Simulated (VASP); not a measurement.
# Mo8P9 (a cell with a defect) in VASP: single point with PBE

Aim: the single point of Mo8P9 (a cell with a defect) with PBE.

Everything below comes from runs of VASP 6.6.1. Logs are shortened: lines on timing, memory, paths and dates and some standing lists are left out, and cuts for length are marked.

### Step 1. The cell of the first run

The cell holds a defect, 17 atoms: a = 6.390 Å, b = 6.482 Å, c = 6.482 Å, α = 120.00°, β = 90.00°, γ = 90.00°.

### Step 2. Single point, PBE

File INCAR:

```
SYSTEM = Mo8P9
PREC = Accurate
ENCUT = 520
EDIFF = 1E-6
ISMEAR = 0
SIGMA = 0.1
LREAL = Auto
LASPH = .TRUE.
NELM = 100
ALGO = Normal
ISIF = 2
LWAVE = .FALSE.
LCHARG = .TRUE.
GGA = PE
LELF = .TRUE.
LVHAR = .TRUE.
NBANDS = 92
```

File KPOINTS:

```
regular mesh
0
G
  4 4 4
  0 0 0
```

File POSCAR:

```
Mo8P9
1.0
    0.0000000000      0.0000000000     -6.3904533199
    6.4820862140      0.0000000001      0.0000000000
   -3.2410431070     -5.6136513309      0.0000000000
Mo P
8 9
Direct
    0.4999828400      0.4999889420     -0.0000301052
    0.0000007824      0.4999977295     -0.0000140728
    0.4999855003      0.0088191264      0.0177027382
    0.0000281670     -0.0263067224     -0.0525495765
    0.4999944198      0.4822852765      0.4911127959
    0.0000212817      0.5525460907      0.5262211395
    0.5000067820      0.0088987294      0.4911820912
   -0.0000007824     -0.0262324722      0.5262993417
    0.2499057453      0.8277758311      0.1639093606
    0.7500979602      0.8277857292      0.1638797898
    0.2499099704      0.3361244220      0.1638717736
    0.7500946740      0.3360967947      0.1638692797
    0.2884282081      0.8333355567      0.6666473886
    0.7116014737      0.8333278645      0.6666730403
    0.2498902535      0.3360985656      0.6721940458
    0.7501164252      0.3361202352      0.6721951147
    1.0000412616      0.1666691071      1.3333193600
```

Potentials or basis: VASP PAW PBE potentials, release 64 (Mo_sv, P).

Launch:

```console
$ cat potpaw_PBE.64/Mo_sv/POTCAR potpaw_PBE.64/P/POTCAR > POTCAR
$ mpirun -np 1 vasp_std > vasp.out
```

OUTCAR:

```text
SYSTEM = Mo8P9
   PREC = Accurate
   ENCUT = 520
   EDIFF = 1E-6
   ISMEAR = 0
   LREAL = Auto
   LASPH = .TRUE.
   NELM = 100
   ISIF = 2
   GGA = PE

 ion  position               nearest neighbor table
   1  0.500  0.500  1.000-  11 2.44   9 2.44  15 2.44  12 2.44  16 2.44  10 2.44   2 3.20   2 3.20
                             7 3.24   3 3.24   5 3.24   5 3.24   3 3.24   7 3.24
   2  0.000  0.500  1.000-  11 2.44  16 2.44  15 2.44   9 2.44  12 2.44  10 2.44   1 3.20   1 3.20
                             8 3.25   6 3.25   4 3.25   4 3.25   6 3.25   8 3.25
   3  0.500  0.009  0.018-  13 2.39  14 2.39  10 2.44   9 2.44  11 2.44  12 2.44   5 3.07   7 3.07
                             4 3.22   4 3.22   1 3.24   1 3.24   7 3.41   5 3.41
   4  0.000  0.974  0.947-  17 2.17  13 2.43  14 2.43   9 2.60  10 2.60  11 2.60  12 2.60   8 2.73
                             6 2.73   3 3.22   3 3.22   2 3.25   2 3.25
   5  0.500  0.482  0.491-  13 2.39  14 2.39  11 2.44  12 2.44  16 2.44  15 2.44   7 3.07   3 3.07
                             6 3.22   6 3.22   1 3.24   1 3.24   3 3.41   7 3.41
   6  0.000  0.553  0.526-  17 2.17  13 2.43  14 2.43  11 2.60  12 2.60  15 2.60  16 2.60   8 2.73
                             4 2.73   5 3.22   5 3.22   2 3.25   2 3.25
   7  0.500  0.009  0.491-  13 2.39  14 2.39  15 2.44  16 2.44   9 2.44  10 2.44   5 3.07   3 3.07
                             8 3.22   8 3.22   1 3.24   1 3.24   3 3.41   5 3.41
   8  1.000  0.974  0.526-  17 2.17  14 2.43  13 2.43  15 2.60  16 2.60   9 2.60  10 2.60   6 2.73
                             4 2.73   7 3.22   7 3.22   2 3.25   2 3.25
   9  0.250  0.828  0.164-   2 2.44   1 2.44   3 2.44   7 2.44  17 2.48   4 2.60   8 2.60
  10  0.750  0.828  0.164-   2 2.44   1 2.44   3 2.44   7 2.44  17 2.48   4 2.60   8 2.60
  11  0.250  0.336  0.164-   2 2.44   1 2.44   5 2.44   3 2.44  17 2.48   6 2.60   4 2.60
  12  0.750  0.336  0.164-   2 2.44   1 2.44   5 2.44   3 2.44  17 2.48   6 2.60   4 2.60
  13  0.288  0.833  0.667-   7 2.39   3 2.39   5 2.39   6 2.43   4 2.43   8 2.43  14 2.70
  14  0.712  0.833  0.667-   3 2.39   5 2.39   7 2.39   6 2.43   8 2.43   4 2.43  13 2.70
  15  0.250  0.336  0.672-   2 2.44   1 2.44   7 2.44   5 2.44  17 2.48   8 2.60   6 2.60
  16  0.750  0.336  0.672-   2 2.44   1 2.44   7 2.44   5 2.44  17 2.48   8 2.60   6 2.60
  17  0.000  0.167  0.333-   4 2.17   6 2.17   8 2.17  15 2.48   9 2.48  11 2.48  16 2.48  12 2.48
                            10 2.48

  LATTYP: Found a hexagonal cell.
 ALAT       =     6.4820862140
 C/A-ratio  =     0.9858636724

  Lattice vectors:

 A1 = (   6.4820862140,   0.0000000001,   0.0000000000)
 A2 = (  -3.2410431070,  -5.6136513309,   0.0000000000)
 A3 = (   0.0000000000,   0.0000000000,  -6.3904533199)

Analysis of symmetry for initial positions (statically):
=====================================================================
 Subroutine PRICEL returns:
 Original cell was already a primitive cell.

 Routine SETGRP: Setting up the symmetry group for a
 hexagonal supercell.

 Subroutine GETGRP returns: Found  1 space group operations
 (whereof  1 operations were pure point group operations)
 out of a pool of 24 trial point group operations.

The static configuration has the point symmetry C_1 .

Analysis of symmetry for dynamics (positions and initial velocities):
=====================================================================
 Subroutine PRICEL returns:
 Original cell was already a primitive cell.

 Routine SETGRP: Setting up the symmetry group for a
 hexagonal supercell.

 Subroutine GETGRP returns: Found  1 space group operations
 (whereof  1 operations were pure point group operations)
 out of a pool of 24 trial point group operations.

The dynamic configuration has the point symmetry C_1 .

 Subroutine INISYM returns: Found  1 space group operations
 (whereof  1 operations are pure point group operations),
 and found     1 'primitive' translations

----------------------------------------------------------------------------------------

                                     Primitive cell

  volume of cell :     232.5369

  direct lattice vectors                    reciprocal lattice vectors
     0.000000000  0.000000000 -6.390453320     0.000000000  0.000000000 -0.156483421
     6.482086214  0.000000000  0.000000000     0.154271321 -0.089068588  0.000000000
    -3.241043107 -5.613651331  0.000000000     0.000000000 -0.178137177  0.000000000

  length of vectors
     6.390453320  6.482086214  6.482086214     0.156483421  0.178137177  0.178137177

  position of ions in fractional coordinates (direct lattice)
[... 49 lines left out ...]
     0.000000000  0.000000000 -0.039120855     0.250000000  0.000000000  0.000000000
     0.038567830 -0.022267147  0.000000000     0.000000000  0.250000000  0.000000000
     0.000000000 -0.044534294  0.000000000     0.000000000 -0.000000000  0.250000000

  Length of vectors
     0.039120855  0.044534294  0.044534294

  Shift w.r.t. Gamma in fractional coordinates (k-lattice)
     0.000000000  0.000000000  0.000000000

 Subroutine IBZKPT returns following result:
 ===========================================

 Found     36 irreducible k-points:

 Following reciprocal coordinates:
            Coordinates               Weight
  0.000000  0.000000  0.000000      1.000000
  0.250000  0.000000  0.000000      2.000000
  0.500000  0.000000  0.000000      1.000000
  0.000000  0.250000  0.000000      2.000000
  0.000000  0.000000  0.250000      2.000000
  0.000000 -0.250000  0.250000      2.000000
[... 16 lines left out ...]
  0.500000  0.000000  0.500000      1.000000
  0.500000  0.500000  0.500000      1.000000
 [... further k-points ...]
   k-points           NKPTS =     36   k-points in BZ     NKDIM =     36   number of bands    NBANDS=     92
   number of dos      NEDOS =    301   number of ions     NIONS =     17
   total plane-waves  NPLWV = 110592
   dimension x,y,z NGX =    48 NGY =   48 NGZ =   48
   dimension x,y,z NGXF=    96 NGYF=   96 NGZF=   96
   ions per type =               8   9
   NGX,Y,Z   is equivalent  to a cutoff of  12.49, 12.31, 12.31 a.u.
   NGXF,Y,Z  is equivalent  to a cutoff of  24.97, 24.62, 24.62 a.u.
 SYSTEM =  Mo8P9
   PREC   = accura    normal or accurate (medium, high low for compatibility)
   ISTART =      0    job   : 0-new  1-cont  2-samecut
   ICHARG =      2    charge: 1-file 2-atom 10-const
   ISPIN  =      1    spin polarized calculation?
   LNONCOLLINEAR =      F non collinear calculations
   LSORBIT =      F    spin-orbit coupling
   LASPH  =      T    aspherical Exc in radial PAW
   ENCUT  =  520.0 eV  38.22 Ry    6.18 a.u.  11.88 12.05 12.05*2*pi/ulx,y,z
   NELM   =    100;   NELMIN=  2; NELMDL= -5     # of ELM steps
   EDIFF  = 0.1E-05   stopping-criterion for ELM
   LREAL  =      T    real-space projection
   EDIFFG = 0.1E-04   stopping-criterion for IOM
   NSW    =      0    number of steps for IOM
   IBRION =     -1    ionic relax: 0-MD 1-quasi-New 2-CG
   NFREE  =      0    steps in history (QN), initial steepest desc. (CG)
   ISIF   =      2    stress and relaxation
   ISYM   =      2    0-nonsym 1-usesym 2-fastsym
   POTIM  = 0.5000    time-step for ionic-motion
   TEBEG  =    0.0;   TEEND  =   0.0 temperature during run
   PSTRESS=    0.0 pullay stress
   NELECT =     157.0000    total number of electrons
   NUPDOWN=      -1.0000    fix difference up-down
   EMIN   =  10.00;   EMAX   =-10.00  energy-range for DOS
   EFERMI =   0.00;   METHOD = LEGACY
   ISMEAR =     0;   SIGMA  =   0.10  broadening in eV -4-tet -1-fermi 0-gaus
   EFERMI_NEDOS =   21; number of points for ismear=-14 and -15
   IALGO  =     38    algorithm
   IMIX   =      4    mixing-type and parameters
     AMIX     =   0.40;   BMIX     =  1.00
     AMIX_MAG =   1.60;   BMIX_MAG =  1.00
  volume/ion in A,a.u.               =      13.68        92.31
  Fermi-wavevector in a.u.,A,eV,Ry     =   1.436186  2.713998 28.063795  2.062631
  Thomas-Fermi vector in A             =   2.555402
   LORBIT       =      0    0 simple, 1 ext, 2 COOP (PROOUT), +10 PAW based schemes
   GGA     = PE    functional components
   LHFCALC =     F    Hartree Fock is set to
   AEXX    =    0.0000 exact exchange contribution
   IVDW    =     0    specifies the selected vdW correction
   LEPSILON=     F    determine dielectric tensor
   LRPA    =     F    only Hartree local field effects (RPA)
 non-spin polarized calculation
 Gauss-broadening in eV      SIGMA  =   0.10
  energy-cutoff  :      520.00
  volume of cell :      232.54
 maximum number of plane-waves:      6292
 NGX is ok and might be reduce to    48
   NGX = 23   NGY = 25   NGZ = 25

 number of electron     157.0000007 magnetization

 Free energy of the ion-electron system (eV)
  ---------------------------------------------------
  ext. energy  EPLUGINS =         0.00000000
  ---------------------------------------------------
  free energy    TOTEN  =      -141.50786592 eV

  energy without entropy =     -141.47345608  energy(sigma->0) =     -141.49066100

 E-fermi :  12.7652     XC(G=0): -12.7655

 val. band max:       12.7255384346   @ k =   0.0000   0.0000   0.5000
 cond. band min:      12.7758900330   @ k =   0.2500   0.0000   0.0000
 fundamental gap:      0.0503515985
 Fermi energy:        12.7651876394

 k-point     1 :       0.0000    0.0000    0.0000
  band No.  band energies     occupation
      1     -48.6786      2.00000
      2     -48.5345      2.00000
      3     -48.4887      2.00000
      4     -48.4642      2.00000
      5     -48.4639      2.00000
      6     -48.4401      2.00000
[... 2221 lines left out ...]
     89      14.6585      0.00000
     90      14.8097      0.00000

 [... further k-points ...]

 [bands above 90 left out]

------------------------ aborting loop because EDIFF is reached ----------------------------------------

  FORCE on cell =-STRESS in cart. coord.  units (eV):
  Direction    XX          YY          ZZ          XY          YZ          ZX
  --------------------------------------------------------------------------------------
  -------------------------------------------------------------------------------------
  Total       30.6088117     30.6060288     16.6613075      0.0002788     -0.0001394     -0.0005174
  in kB      210.8944484    210.8752744    114.7962652      0.0019210     -0.0009605     -0.0035646
  external PRESSURE =     178.8553293 kB  Pullay stress =       0.0000000 kB

 VOLUME and BASIS-vectors are now :
 -----------------------------------------------------------------------------
  energy-cutoff  :      520.00
  volume of cell :      232.54
      direct lattice vectors                 reciprocal lattice vectors
     0.000000000  0.000000000 -6.390453320     0.000000000  0.000000000 -0.156483421
     6.482086214  0.000000000  0.000000000     0.154271321 -0.089068588  0.000000000
    -3.241043107 -5.613651331  0.000000000     0.000000000 -0.178137177  0.000000000

 POSITION                                       TOTAL-FORCE (eV/Angst)
 -----------------------------------------------------------------------------------
      0.00003     -5.61348     -3.19512         0.000653     -0.000753     -0.003052
      0.00003     -5.61357     -0.00000         0.000418     -0.000178      0.000962
     -0.00021     -0.09938     -3.19513         0.003668      0.003809     -0.001861
      3.24084     -5.31866     -0.00018         0.002428     -0.008353      0.001576
      1.53450     -2.75694     -3.19519         0.003001     -0.003677     -0.001493
      1.87615     -2.95402     -0.00014        -0.009172      0.002626      0.001413
[... 9 lines left out ...]
      0.00015     -3.77347     -4.79358         0.001067      0.004187     -0.009038
      0.00006     -1.87114     -0.00026        -0.000382     -0.000537      0.001981
 -----------------------------------------------------------------------------------
    total drift:                               -0.000087     -0.000579     -0.002182

  FREE ENERGIE OF THE ION-ELECTRON SYSTEM (eV)
  ---------------------------------------------------
  free  energy   TOTEN  =      -141.5078659213 eV

  energy  without entropy=     -141.4734560784  energy(sigma->0) =     -141.49066100
```

Wall time 14 min (1 thread of Intel Xeon Platinum 8488C (Sapphire Rapids), shared host); peak memory 0.61 GiB.

Results:

```
Free energy            : -141.5079 eV
Pressure               : 17.9 GPa
Largest force          : 0.012 eV/Å
Band gap on the k mesh : zero (an odd number of electrons rules out a gap without spin polarisation)
```

Forces in eV/Å, atoms in the order of the input:
```
Mo   0.001 -0.001 -0.003
Mo   0.000  0.000  0.001
Mo   0.004  0.004 -0.002
Mo   0.002 -0.008  0.002
Mo   0.003 -0.004 -0.001
Mo  -0.009  0.003  0.001
Mo  -0.006  0.002 -0.001
Mo   0.007  0.007  0.000
P    0.004 -0.003  0.010
P    0.003 -0.004 -0.010
P   -0.006 -0.001  0.010
P   -0.005 -0.001 -0.010
P   -0.001 -0.001 -0.010
P    0.000  0.000  0.009
P    0.002  0.004  0.009
P    0.001  0.004 -0.009
P    0.000 -0.001  0.002
```

Stress tensor (GPa, compression positive):
```
21.09  0.00  0.00
 0.00 21.09  0.00
 0.00  0.00 11.48
```

Levels at points of the mesh, in eV from the Fermi level:
| k point | band 75 | band 76 | band 77 | band 78 | band 79 | band 80 | band 81 | band 82 |
| --- | --- | --- | --- | --- | --- | --- | --- | --- |
| (0.00, 0.00, 0.00) | -0.94 | -0.81 | -0.81 | -0.27 | 0.21 | 0.21 | 0.53 | 1.07 |
| (0.50, 0.00, 0.00) | -1.09 | -0.78 | -0.78 | -0.74 | 0.08 | 0.31 | 0.44 | 0.44 |
| (0.00, 0.50, 0.00) | -1.30 | -1.23 | -0.67 | -0.27 | -0.10 | -0.04 | 0.45 | 0.71 |
| (0.00, 0.00, 0.50) | -1.30 | -1.23 | -0.67 | -0.27 | -0.10 | -0.04 | 0.46 | 0.71 |
| (0.00, 0.50, 0.50) | -1.30 | -1.23 | -0.67 | -0.27 | -0.10 | -0.04 | 0.45 | 0.71 |
| (0.50, 0.50, 0.00) | -1.42 | -1.10 | -0.81 | -0.12 | 0.13 | 0.35 | 0.57 | 0.69 |
| (0.50, 0.00, 0.50) | -1.42 | -1.10 | -0.81 | -0.12 | 0.13 | 0.35 | 0.57 | 0.69 |
| (0.50, 0.50, 0.50) | -1.42 | -1.10 | -0.81 | -0.12 | 0.13 | 0.35 | 0.57 | 0.69 |
